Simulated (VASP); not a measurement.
# Fe (Im-3m) in VASP: further runs

The runs below take Fe through single point, with PBEsol.

Program: VASP 6.6.1. These are calculated values, not measurements. Logs are shortened: lines on timing, memory, paths and dates and some standing lists are left out, and cuts for length are marked.

### 1 The cell of the first run

It takes space group Im-3m (No. 229, cubic). Conventional cell: a = 2.718 Å, b = 2.718 Å, c = 2.718 Å, α = 90.00°, β = 90.00°, γ = 90.00°. Within 3.1 Å of Fe (site symmetry m-3m) lie 14 Fe at 2.35 to 2.72 Å.

### 2 Single point, PBEsol, collinear spin, ferromagnetic start

The input, INCAR:

```
SYSTEM = Fe
ALGO = Normal ; EDIFF = 1E-6
ENCUT = 600 ; GGA = PS
GGA_COMPAT = .False. ; ISIF = 2
ISMEAR = 0 ; ISPIN = 2
LASPH = .True. ; LCHARG = .True.
LELF = .True. ; LMAXMIX = 4
LORBIT = 11 ; LREAL = .False.
LVHAR = .True. ; LWAVE = .False.
MAGMOM = 4 ; NBANDS = 14
NELM = 200 ; PREC = Accurate
SIGMA = 0.1
```

The input, KPOINTS:

```
k-points
0
Gamma
  10 10 10
  0 0 0
```

The input, POSCAR:

```
Fe
1.0
   -1.3588295660      1.3588295660      1.3588295660
    1.3588295660     -1.3588295660      1.3588295660
    1.3588295660      1.3588295660     -1.3588295660
Fe
1
Direct
    0.0000000000      0.0000000000      0.0000000000
```

Potentials or basis: VASP PAW PBE potentials, release 64 (Fe).

Run with:

```
cat potpaw_PBE.64/Fe/POTCAR > POTCAR
mpirun -np 1 vasp_std > vasp.out
```

OUTCAR:

```text
SYSTEM = Fe
   EDIFF = 1E-6
   ENCUT = 600
   GGA = PS
   ISIF = 2
   ISMEAR = 0
   ISPIN = 2
   LASPH = .True.
   LORBIT = 11
   LREAL = .False.
   NELM = 200
   PREC = Accurate

 ion  position               nearest neighbor table
   1  0.000  0.000  0.000-

  LATTYP: Found a body centered cubic cell.
 ALAT       =     2.7176591320

  Lattice vectors:

 A1 = (  -1.3588295660,   1.3588295660,   1.3588295660)
 A2 = (   1.3588295660,  -1.3588295660,   1.3588295660)
 A3 = (   1.3588295660,   1.3588295660,  -1.3588295660)

Analysis of symmetry for initial positions (statically):
=====================================================================
 Subroutine PRICEL returns:
 Original cell was already a primitive cell.

 Routine SETGRP: Setting up the symmetry group for a
 body centered cubic supercell.

 Subroutine GETGRP returns: Found 48 space group operations
 (whereof 48 operations were pure point group operations)
 out of a pool of 48 trial point group operations.

The static configuration has the point symmetry O_h .

Analysis of symmetry for dynamics (positions and initial velocities):
=====================================================================
 Subroutine PRICEL returns:
 Original cell was already a primitive cell.

 Routine SETGRP: Setting up the symmetry group for a
 body centered cubic supercell.

 Subroutine GETGRP returns: Found 48 space group operations
 (whereof 48 operations were pure point group operations)
 out of a pool of 48 trial point group operations.

The dynamic configuration has the point symmetry O_h .

Analysis of structural, dynamic, and magnetic symmetry:
=====================================================================
 Subroutine PRICEL returns:
 Original cell was already a primitive cell.

 Routine SETGRP: Setting up the symmetry group for a
 body centered cubic supercell.

 Subroutine GETGRP returns: Found 48 space group operations
 (whereof 48 operations were pure point group operations)
 out of a pool of 48 trial point group operations.

The overall configuration has the point symmetry O_h .

 Subroutine INISYM returns: Found 48 space group operations
 (whereof 48 operations are pure point group operations),
 and found     1 'primitive' translations

----------------------------------------------------------------------------------------

                                     Primitive cell

  volume of cell :      10.0359

  direct lattice vectors                    reciprocal lattice vectors
    -1.358829566  1.358829566  1.358829566     0.000000000  0.367963733  0.367963733
     1.358829566 -1.358829566  1.358829566     0.367963733  0.000000000  0.367963733
     1.358829566  1.358829566 -1.358829566     0.367963733  0.367963733  0.000000000

  length of vectors
     2.353561847  2.353561847  2.353561847     0.520379302  0.520379302  0.520379302

  position of ions in fractional coordinates (direct lattice)
     0.000000000  0.000000000  0.000000000

  ion indices of the primitive-cell ions
   primitive index   ion index
                 1           1

----------------------------------------------------------------------------------------

 KPOINTS: k-points

Automatic generation of k-mesh.
 Grid dimensions read from file:
 generate k-points for:   10   10   10

 Generating k-lattice:

  Cartesian coordinates                     Fractional coordinates (reciprocal lattice)
     0.000000000  0.036796373  0.036796373     0.100000000  0.000000000  0.000000000
     0.036796373  0.000000000  0.036796373     0.000000000  0.100000000  0.000000000
     0.036796373  0.036796373  0.000000000     0.000000000  0.000000000  0.100000000

  Length of vectors
     0.052037930  0.052037930  0.052037930

  Shift w.r.t. Gamma in fractional coordinates (k-lattice)
     0.000000000  0.000000000  0.000000000

 Subroutine IBZKPT returns following result:
 ===========================================

 Found     47 irreducible k-points:

 Following reciprocal coordinates:
            Coordinates               Weight
  0.000000  0.000000  0.000000      1.000000
  0.100000  0.000000  0.000000     12.000000
  0.200000  0.000000  0.000000     12.000000
  0.300000  0.000000  0.000000     12.000000
  0.400000  0.000000  0.000000     12.000000
  0.500000  0.000000  0.000000      6.000000
[... 16 lines left out ...]
  0.300000  0.300000  0.100000      8.000000
 -0.300000  0.300000  0.100000     24.000000
 [... further k-points ...]
   k-points           NKPTS =     47   k-points in BZ     NKDIM =     47   number of bands    NBANDS=     14
   number of dos      NEDOS =    301   number of ions     NIONS =      1
   total plane-waves  NPLWV =   8000
   dimension x,y,z NGX =    20 NGY =   20 NGZ =   20
   dimension x,y,z NGXF=    40 NGYF=   40 NGZF=   40
   ions per type =               1
   NGX,Y,Z   is equivalent  to a cutoff of  14.13, 14.13, 14.13 a.u.
   NGXF,Y,Z  is equivalent  to a cutoff of  28.25, 28.25, 28.25 a.u.
 SYSTEM =  Fe
   PREC   = accura    normal or accurate (medium, high low for compatibility)
   ISTART =      0    job   : 0-new  1-cont  2-samecut
   ICHARG =      2    charge: 1-file 2-atom 10-const
   ISPIN  =      2    spin polarized calculation?
   LNONCOLLINEAR =      F non collinear calculations
   LSORBIT =      F    spin-orbit coupling
   LASPH  =      T    aspherical Exc in radial PAW
   ENCUT  =  600.0 eV  44.10 Ry    6.64 a.u.   4.70  4.70  4.70*2*pi/ulx,y,z
   NELM   =    200;   NELMIN=  2; NELMDL= -5     # of ELM steps
   EDIFF  = 0.1E-05   stopping-criterion for ELM
   LREAL  =      F    real-space projection
   EDIFFG = 0.1E-04   stopping-criterion for IOM
   NSW    =      0    number of steps for IOM
   IBRION =     -1    ionic relax: 0-MD 1-quasi-New 2-CG
   NFREE  =      0    steps in history (QN), initial steepest desc. (CG)
   ISIF   =      2    stress and relaxation
   ISYM   =      2    0-nonsym 1-usesym 2-fastsym
   POTIM  = 0.5000    time-step for ionic-motion
   TEBEG  =    0.0;   TEEND  =   0.0 temperature during run
   PSTRESS=    0.0 pullay stress
   NELECT =       8.0000    total number of electrons
   NUPDOWN=      -1.0000    fix difference up-down
   EMIN   =  10.00;   EMAX   =-10.00  energy-range for DOS
   EFERMI =   0.00;   METHOD = LEGACY
   ISMEAR =     0;   SIGMA  =   0.10  broadening in eV -4-tet -1-fermi 0-gaus
   EFERMI_NEDOS =   21; number of points for ismear=-14 and -15
   IALGO  =     38    algorithm
   IMIX   =      4    mixing-type and parameters
     AMIX     =   0.40;   BMIX     =  1.00
     AMIX_MAG =   1.60;   BMIX_MAG =  1.00
  volume/ion in A,a.u.               =      10.04        67.73
  Fermi-wavevector in a.u.,A,eV,Ry     =   1.517935  2.868481 31.349546  2.304127
  Thomas-Fermi vector in A             =   2.627123
   LORBIT       =     11    0 simple, 1 ext, 2 COOP (PROOUT), +10 PAW based schemes
   GGA     = PS    functional components
   LHFCALC =     F    Hartree Fock is set to
   AEXX    =    0.0000 exact exchange contribution
   IVDW    =     0    specifies the selected vdW correction
   LEPSILON=     F    determine dielectric tensor
   LRPA    =     F    only Hartree local field effects (RPA)
 spin polarized calculation
 Gauss-broadening in eV      SIGMA  =   0.10
  energy-cutoff  :      600.00
  volume of cell :       10.04
 maximum number of plane-waves:       370
   NGX =  9   NGY =  9   NGZ =  9

 number of electron       8.0000001 magnetization       1.9779654

 Free energy of the ion-electron system (eV)
  ---------------------------------------------------
  ext. energy  EPLUGINS =         0.00000000
  ---------------------------------------------------
  free energy    TOTEN  =        -8.87949207 eV

  energy without entropy =       -8.87473528  energy(sigma->0) =       -8.87711367

 E-fermi :   7.1783     XC(G=0): -13.9990

 val. band max:        7.1266523583   @ k =  -0.4000   0.4000   0.4000
 cond. band min:       7.1791508802   @ k =  -0.2000   0.2000   0.1000
 fundamental gap:      0.0524985219
 Fermi energy:         7.1782728415

 spin component 1

 k-point     1 :       0.0000    0.0000    0.0000
  band No.  band energies     occupation
      1      -2.2413      1.00000
      2       4.4818      1.00000
      3       4.4818      1.00000
      4       4.4818      1.00000
      5       6.0139      1.00000
      6       6.0139      1.00000
      7      33.1747      0.00000
      8      33.1747      0.00000
      9      33.1747      0.00000
     10      39.1436      0.00000
     11      39.1436      0.00000
     12      42.1995      0.00000
     13      42.1995      0.00000
     14      42.1995      0.00000
[... 375 lines left out ...]
 k-point    24 :      -0.3000    0.3000    0.1000
  band No.  band energies     occupation
      1       1.1809      1.00000
      2       3.8665      1.00000
      3       4.1583      1.00000
      4       5.5877      1.00000
      5       6.4189      1.00000
      6       6.6634      1.00000
      7      22.1511      0.00000
      8      27.9350      0.00000
      9      28.9471      0.00000
     10      35.5597      0.00000
     11      36.2480      0.00000
     12      39.3005      0.00000
     13      48.8612      0.00000
     14      49.0735      0.00000

 [... further k-points ...]

 spin component 2

 k-point     1 :       0.0000    0.0000    0.0000
  band No.  band energies     occupation
      1      -1.9648      1.00000
      2       6.1827      1.00000
      3       6.1828      1.00000
      4       6.1828      1.00000
      5       8.4829      0.00000
      6       8.4829      0.00000
      7      33.1348      0.00000
      8      33.1348      0.00000
      9      33.1348      0.00000
     10      39.4955      0.00000
     11      39.4955      0.00000
     12      42.8982      0.00000
     13      42.8982      0.00000
     14      42.8982      0.00000
[... 375 lines left out ...]
 k-point    24 :      -0.3000    0.3000    0.1000
  band No.  band energies     occupation
      1       1.7378      1.00000
      2       5.4563      1.00000
      3       5.7277      1.00000
      4       7.6431      0.00000
      5       8.2668      0.00000
      6       9.0468      0.00000
      7      22.9719      0.00000
      8      28.2976      0.00000
      9      29.5841      0.00000
     10      36.0415      0.00000
     11      36.7822      0.00000
     12      39.8028      0.00000
     13      49.2548      0.00000
     14      49.5137      0.00000

 [... further k-points ...]
[... 5 lines left out ...]
  --------------------------------------------------------------------------------------
  -------------------------------------------------------------------------------------
  Total        1.2438237      1.2438237      1.2438237      0.0000000     -0.0000000      0.0000000
  in kB      198.5703703    198.5703703    198.5703703      0.0000000     -0.0000000      0.0000000
  external PRESSURE =     198.5703703 kB  Pullay stress =       0.0000000 kB

 VOLUME and BASIS-vectors are now :
 -----------------------------------------------------------------------------
  energy-cutoff  :      600.00
  volume of cell :       10.04
      direct lattice vectors                 reciprocal lattice vectors
    -1.358829566  1.358829566  1.358829566     0.000000000  0.367963733  0.367963733
     1.358829566 -1.358829566  1.358829566     0.367963733  0.000000000  0.367963733
     1.358829566  1.358829566 -1.358829566     0.367963733  0.367963733  0.000000000

 POSITION                                       TOTAL-FORCE (eV/Angst)
 -----------------------------------------------------------------------------------
      0.00000      0.00000      0.00000        -0.000000      0.000000     -0.000000
 -----------------------------------------------------------------------------------
    total drift:                                0.000000     -0.000000      0.000000

  FREE ENERGIE OF THE ION-ELECTRON SYSTEM (eV)
  ---------------------------------------------------
  free  energy   TOTEN  =        -8.8794920653 eV

  energy  without entropy=       -8.8747352806  energy(sigma->0) =       -8.87711367

 total charge

# of ion       s       p       d       tot
------------------------------------------
    1        0.547   0.666   6.352   7.565

 magnetization (x)

# of ion       s       p       d       tot
------------------------------------------
    1       -0.011  -0.051   2.011   1.948
```

Wall time 14 s (1 thread of Intel Xeon Platinum 8488C (Sapphire Rapids), shared host); peak memory 0.14 GiB.

What came out:

| Quantity | Value |
| --- | --- |
| Free energy | -8.8795 eV |
| Pressure | 19.9 GPa |
| Band gap on the k mesh | zero (filled and empty bands overlap) |
| Net moment | 1.98 μB per cell |
| Site moments | Fe +1.95 μB |
| Valence electrons inside the program's atomic spheres | Fe 7.57 |

Caveat: the PAW data sets were made with another functional, which shifts forces and pressure a little.

### 3 Single point, PBEsol, collinear spin, ferromagnetic start

This run uses another cell than the first one, of 10.85 Å³/atom, 1.081 times its volume.

The input, INCAR:

```
SYSTEM = Fe
PREC = Accurate ; ENCUT = 600
EDIFF = 1E-6 ; ISMEAR = 0
SIGMA = 0.1 ; LREAL = .FALSE.
LASPH = .TRUE. ; NELM = 200
ALGO = Normal ; ISIF = 2
LWAVE = .FALSE. ; LCHARG = .FALSE.
ISPIN = 2 ; MAGMOM = 2.18
LORBIT = 11 ; LMAXMIX = 4
GGA = PS ; NBANDS = 14
GGA_COMPAT = .FALSE.
```

The input, KPOINTS:

```
Automatic mesh
0
G
  10 10 10
  0 0 0
```

The input, POSCAR:

```
Fe
1.0
   -1.3945650408      1.3945650408      1.3945650408
    1.3945650408     -1.3945650408      1.3945650408
    1.3945650408      1.3945650408     -1.3945650408
Fe
1
Direct
    0.0000000000      0.0000000000      0.0000000000
```

Potentials or basis: VASP PAW PBE potentials, release 64 (Fe).

Run with:

```
cat potpaw_PBE.64/Fe/POTCAR > POTCAR
mpirun -np 1 vasp_std > vasp.out
```

Wall time 14 s (1 thread of Intel Xeon Platinum 8488C (Sapphire Rapids), shared host); peak memory 0.13 GiB.

Results (log left out):

```
Free energy                                           : -8.9277 eV
Pressure                                              : -0.3 GPa
Net moment                                            : 2.13 μB per cell
Site moments                                          : Fe +2.11 μB
Valence electrons inside the program's atomic spheres : Fe 7.37
```

Levels at points of the mesh, in eV from the Fermi level:
Spin up:
| k point | band 2 | band 3 | band 4 | band 5 | band 6 | band 7 | band 8 | band 9 |
| --- | --- | --- | --- | --- | --- | --- | --- | --- |
| (0.00, 0.00, 0.00) | -2.48 | -2.48 | -2.48 | -1.11 | -1.11 | 25.32 | 25.32 | 25.32 |
| (0.50, 0.00, 0.00) | -3.65 | -1.06 | -0.90 | 0.36 | 0.42 | 7.68 | 18.62 | 20.80 |
| (0.50, 0.50, 0.50) | -5.20 | 0.13 | 0.13 | 0.13 | 10.11 | 10.11 | 10.11 | 16.04 |
Spin down:
```tsv
k point	band 1	band 2	band 3	band 4	band 5	band 6	band 7	band 8
(0.00, 0.00, 0.00)	-8.61	-0.61	-0.61	-0.61	1.47	1.47	25.22	25.22
(0.50, 0.00, 0.00)	-4.02	-1.97	0.57	1.36	1.75	2.60	9.05	18.75
(0.50, 0.50, 0.50)	-3.48	-3.48	2.28	2.28	2.28	10.46	10.46	10.46
```

Caveat: the PAW data sets were made with another functional, which shifts forces and pressure a little.
